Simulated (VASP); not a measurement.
# CaS (Fm-3m) in VASP: further runs

The runs below take CaS through single point, with PBE.

All numbers are computed with VASP 6.6.1; they aren't measurements. Logs are shortened: lines on timing, memory, paths and dates and some standing lists are left out, and cuts for length are marked.

### Step 1. The cell of the first run

The structure is cubic, space group Fm-3m (No. 225). The conventional cell has a = 5.582 Å, b = 5.582 Å, c = 5.582 Å, α = 90.00°, β = 90.00°, γ = 90.00°. Ca (site symmetry m-3m) has 6 S at 2.79 Å within 3.7 Å. S (site symmetry m-3m) has 6 Ca at 2.79 Å within 3.7 Å.

### Step 2. Single point, PBE

Input file INCAR:

```
  ALGO = Normal
  EDIFF = 1E-6
  ENCUT = 500
  GGA = PE
  GGA_COMPAT = F
  ISIF = 2
  ISMEAR = 0
  LASPH = T
  LCHARG = F
  LREAL = F
  LWAVE = F
  NBANDS = 15
  NELM = 120
  PREC = Accurate
  SIGMA = 0.1
```

Input file KPOINTS:

```
k-points
0
Gamma
  8 8 8
```

Input file POSCAR:

```
CaS
1.0
    0.0000000000      2.7911705692      2.7911705692
    2.7911705692      0.0000000000      2.7911705692
    2.7911705692      2.7911705692      0.0000000000
Ca S
1 1
Direct
    0.0000000000      0.0000000000      0.0000000000
    0.5000000000      0.5000000000      0.5000000000
```

Potentials or basis: VASP PAW PBE potentials, release 64 (Ca_sv, S).

The run is started by

```sh
$ cat potpaw_PBE.64/Ca_sv/POTCAR potpaw_PBE.64/S/POTCAR > POTCAR
$ mpirun -np 1 vasp_std > vasp.out
```

OUTCAR:

```text
EDIFF = 1E-6
   ENCUT = 500
   GGA = PE
   ISIF = 2
   ISMEAR = 0
   LASPH = T
   LREAL = F
   NELM = 120
   PREC = Accurate

 ion  position               nearest neighbor table
   1  0.000  0.000  0.000-   2 2.79   2 2.79   2 2.79   2 2.79   2 2.79   2 2.79
   2  0.500  0.500  0.500-   1 2.79   1 2.79   1 2.79   1 2.79   1 2.79   1 2.79

  LATTYP: Found a face centered cubic cell.
 ALAT       =     5.5823411384

  Lattice vectors:

 A1 = (   0.0000000000,   2.7911705692,   2.7911705692)
 A2 = (   2.7911705692,   0.0000000000,   2.7911705692)
 A3 = (   2.7911705692,   2.7911705692,   0.0000000000)

Analysis of symmetry for initial positions (statically):
=====================================================================
 Subroutine PRICEL returns:
 Original cell was already a primitive cell.

 Routine SETGRP: Setting up the symmetry group for a
 face centered cubic supercell.

 Subroutine GETGRP returns: Found 48 space group operations
 (whereof 48 operations were pure point group operations)
 out of a pool of 48 trial point group operations.

The static configuration has the point symmetry O_h .

Analysis of symmetry for dynamics (positions and initial velocities):
=====================================================================
 Subroutine PRICEL returns:
 Original cell was already a primitive cell.

 Routine SETGRP: Setting up the symmetry group for a
 face centered cubic supercell.

 Subroutine GETGRP returns: Found 48 space group operations
 (whereof 48 operations were pure point group operations)
 out of a pool of 48 trial point group operations.

The dynamic configuration has the point symmetry O_h .

 Subroutine INISYM returns: Found 48 space group operations
 (whereof 48 operations are pure point group operations),
 and found     1 'primitive' translations

----------------------------------------------------------------------------------------

                                     Primitive cell

  volume of cell :      43.4900

  direct lattice vectors                    reciprocal lattice vectors
     0.000000000  2.791170569  2.791170569    -0.179136311  0.179136311  0.179136311
     2.791170569  0.000000000  2.791170569     0.179136311 -0.179136311  0.179136311
     2.791170569  2.791170569  0.000000000     0.179136311  0.179136311 -0.179136311

  length of vectors
     3.947311274  3.947311274  3.947311274     0.310273193  0.310273193  0.310273193

  position of ions in fractional coordinates (direct lattice)
     0.000000000  0.000000000  0.000000000
     0.500000000  0.500000000  0.500000000

  ion indices of the primitive-cell ions
   primitive index   ion index
                 1           1
                 2           2

----------------------------------------------------------------------------------------

 KPOINTS: k-points

Automatic generation of k-mesh.
 Grid dimensions read from file:
 generate k-points for:    8    8    8

 Generating k-lattice:

  Cartesian coordinates                     Fractional coordinates (reciprocal lattice)
    -0.022392039  0.022392039  0.022392039     0.125000000  0.000000000  0.000000000
     0.022392039 -0.022392039  0.022392039     0.000000000  0.125000000  0.000000000
     0.022392039  0.022392039 -0.022392039     0.000000000  0.000000000  0.125000000

  Length of vectors
     0.038784149  0.038784149  0.038784149

  Shift w.r.t. Gamma in fractional coordinates (k-lattice)
     0.000000000  0.000000000  0.000000000

 Subroutine IBZKPT returns following result:
 ===========================================

 Found     29 irreducible k-points:

 Following reciprocal coordinates:
            Coordinates               Weight
  0.000000  0.000000  0.000000      1.000000
  0.125000  0.000000  0.000000      8.000000
  0.250000  0.000000  0.000000      8.000000
  0.375000  0.000000  0.000000      8.000000
  0.500000  0.000000  0.000000      4.000000
  0.125000  0.125000  0.000000      6.000000
[... 16 lines left out ...]
  0.500000  0.250000  0.125000     48.000000
 -0.375000  0.250000  0.125000     24.000000
 [... further k-points ...]
   k-points           NKPTS =     29   k-points in BZ     NKDIM =     29   number of bands    NBANDS=     15
   number of dos      NEDOS =    301   number of ions     NIONS =      2
   total plane-waves  NPLWV =  27000
   dimension x,y,z NGX =    30 NGY =   30 NGZ =   30
   dimension x,y,z NGXF=    60 NGYF=   60 NGZF=   60
   ions per type =               1   1
   NGX,Y,Z   is equivalent  to a cutoff of  12.63, 12.63, 12.63 a.u.
   NGXF,Y,Z  is equivalent  to a cutoff of  25.27, 25.27, 25.27 a.u.
 SYSTEM =  unknown system
   PREC   = accura    normal or accurate (medium, high low for compatibility)
   ISTART =      0    job   : 0-new  1-cont  2-samecut
   ICHARG =      2    charge: 1-file 2-atom 10-const
   ISPIN  =      1    spin polarized calculation?
   LNONCOLLINEAR =      F non collinear calculations
   LSORBIT =      F    spin-orbit coupling
   LASPH  =      T    aspherical Exc in radial PAW
   ENCUT  =  500.0 eV  36.75 Ry    6.06 a.u.   7.20  7.20  7.20*2*pi/ulx,y,z
   NELM   =    120;   NELMIN=  2; NELMDL= -5     # of ELM steps
   EDIFF  = 0.1E-05   stopping-criterion for ELM
   LREAL  =      F    real-space projection
   EDIFFG = 0.1E-04   stopping-criterion for IOM
   NSW    =      0    number of steps for IOM
   IBRION =     -1    ionic relax: 0-MD 1-quasi-New 2-CG
   NFREE  =      0    steps in history (QN), initial steepest desc. (CG)
   ISIF   =      2    stress and relaxation
   ISYM   =      2    0-nonsym 1-usesym 2-fastsym
   POTIM  = 0.5000    time-step for ionic-motion
   TEBEG  =    0.0;   TEEND  =   0.0 temperature during run
   PSTRESS=    0.0 pullay stress
   NELECT =      16.0000    total number of electrons
   NUPDOWN=      -1.0000    fix difference up-down
   EMIN   =  10.00;   EMAX   =-10.00  energy-range for DOS
[... 5 lines left out ...]
     AMIX     =   0.40;   BMIX     =  1.00
     AMIX_MAG =   1.60;   BMIX_MAG =  1.00
  volume/ion in A,a.u.               =      21.74       146.74
  Fermi-wavevector in a.u.,A,eV,Ry     =   1.173055  2.216753 18.722413  1.376059
  Thomas-Fermi vector in A             =   2.309474
   LORBIT       =      0    0 simple, 1 ext, 2 COOP (PROOUT), +10 PAW based schemes
   GGA     = PE    functional components
   LHFCALC =     F    Hartree Fock is set to
   AEXX    =    0.0000 exact exchange contribution
   IVDW    =     0    specifies the selected vdW correction
   LEPSILON=     F    determine dielectric tensor
   LRPA    =     F    only Hartree local field effects (RPA)
 non-spin polarized calculation
 Gauss-broadening in eV      SIGMA  =   0.10
  energy-cutoff  :      500.00
  volume of cell :       43.49
 maximum number of plane-waves:      1124
 NGX is ok and might be reduce to    30
   NGX = 15   NGY = 15   NGZ = 15

 number of electron      15.9999997 magnetization

 Free energy of the ion-electron system (eV)
  ---------------------------------------------------
  ext. energy  EPLUGINS =         0.00000000
  ---------------------------------------------------
  free energy    TOTEN  =       -10.31928290 eV

  energy without entropy =      -10.31928290  energy(sigma->0) =      -10.31928290

 E-fermi :   3.6361     XC(G=0):  -9.5769

 val. band max:        3.1689105479   @ k =   0.0000   0.0000   0.0000
 cond. band min:       5.3778050973   @ k =   0.5000   0.5000   0.0000
 fundamental gap:      2.2088945494
 Fermi energy:         3.6361361497

 k-point     1 :       0.0000    0.0000    0.0000
  band No.  band energies     occupation
      1     -35.8263      2.00000
      2     -16.8136      2.00000
      3     -16.8136      2.00000
      4     -16.8136      2.00000
      5      -8.3630      2.00000
      6       3.1689      2.00000
      7       3.1689      2.00000
      8       3.1689      2.00000
      9       7.3144      0.00000
     10       7.3144      0.00000
     11       7.3144      0.00000
     12       7.7032      0.00000
     13       7.9619      0.00000
     14       7.9619      0.00000
     15      14.1698      0.00000

 k-point     2 :       0.1250    0.0000    0.0000
  band No.  band energies     occupation
      1     -35.8240      2.00000
      2     -16.8472      2.00000
      3     -16.8161      2.00000
      4     -16.8161      2.00000
      5      -8.2377      2.00000
      6       2.4710      2.00000
      7       2.9134      2.00000
      8       2.9134      2.00000
      9       7.3548      0.00000
     10       7.5624      0.00000
     11       7.5624      0.00000
     12       8.4150      0.00000
     13       8.4150      0.00000
     14       8.4603      0.00000
     15      14.3982      0.00000

 k-point     3 :       0.2500    0.0000    0.0000
  band No.  band energies     occupation
      1     -35.8185      2.00000
      2     -16.9261      2.00000
      3     -16.8219      2.00000
      4     -16.8219      2.00000
      5      -7.9190      2.00000
      6       1.2303      2.00000
      7       2.4195      2.00000
      8       2.4195      2.00000
      9       7.5013      0.00000
     10       8.1908      0.00000
     11       8.1908      0.00000
     12       9.5329      0.00000
     13       9.5329      0.00000
     14       9.8249      0.00000
     15      13.8955      0.00000
[... 343 lines left out ...]
 k-point    23 :       0.5000    0.2500    0.1250
  band No.  band energies     occupation
      1     -35.8100      2.00000
      2     -16.9758      2.00000
      3     -16.8733      2.00000
      4     -16.8410      2.00000
      5      -7.5607      2.00000
      6       0.5001      2.00000
      7       1.7539      2.00000
      8       1.9871      2.00000
      9       7.4996      0.00000
     10       9.2151      0.00000
     11       9.5043      0.00000
     12       9.6442      0.00000
     13      10.3465      0.00000
     14      11.9360      0.00000
     15      12.3527      0.00000

 k-point    24 :      -0.3750    0.2500    0.1250
  band No.  band energies     occupation
      1     -35.8082      2.00000
      2     -16.9921      2.00000
      3     -16.8773      2.00000
      4     -16.8470      2.00000
      5      -7.4700      2.00000
      6       0.3601      2.00000
      7       1.5527      2.00000
      8       1.8894      2.00000
      9       8.2336      0.00000
     10       8.5737      0.00000
     11       9.8192      0.00000
     12      10.2026      0.00000
     13      10.4701      0.00000
     14      11.4491      0.00000
     15      12.9179      0.00000

 [... further k-points ...]
[... 5 lines left out ...]
  --------------------------------------------------------------------------------------
  -------------------------------------------------------------------------------------
  Total        1.2782655      1.2782655      1.2782655      0.0000000      0.0000000      0.0000000
  in kB       47.0914988     47.0914988     47.0914988      0.0000000      0.0000000      0.0000000
  external PRESSURE =      47.0914988 kB  Pullay stress =       0.0000000 kB

 VOLUME and BASIS-vectors are now :
 -----------------------------------------------------------------------------
  energy-cutoff  :      500.00
  volume of cell :       43.49
      direct lattice vectors                 reciprocal lattice vectors
     0.000000000  2.791170569  2.791170569    -0.179136311  0.179136311  0.179136311
     2.791170569  0.000000000  2.791170569     0.179136311 -0.179136311  0.179136311
     2.791170569  2.791170569  0.000000000     0.179136311  0.179136311 -0.179136311

 POSITION                                       TOTAL-FORCE (eV/Angst)
 -----------------------------------------------------------------------------------
      0.00000      0.00000      0.00000         0.000000      0.000000     -0.000000
      2.79117      2.79117      2.79117         0.000000      0.000000      0.000000
 -----------------------------------------------------------------------------------
    total drift:                               -0.000000      0.000000      0.000000

  FREE ENERGIE OF THE ION-ELECTRON SYSTEM (eV)
  ---------------------------------------------------
  free  energy   TOTEN  =       -10.3192828990 eV

  energy  without entropy=      -10.3192828990  energy(sigma->0) =      -10.31928290
```

Wall time 8 s (1 thread of Intel Xeon 6975P-C (Granite Rapids), shared host); peak memory 0.17 GiB.

Results:

* Free energy: -10.3193 eV
* Pressure: 4.7 GPa
* Band gap on the k mesh: 2.21 eV, indirect (least direct gap 3.06 eV)

(Continued in part 2 of 2.)
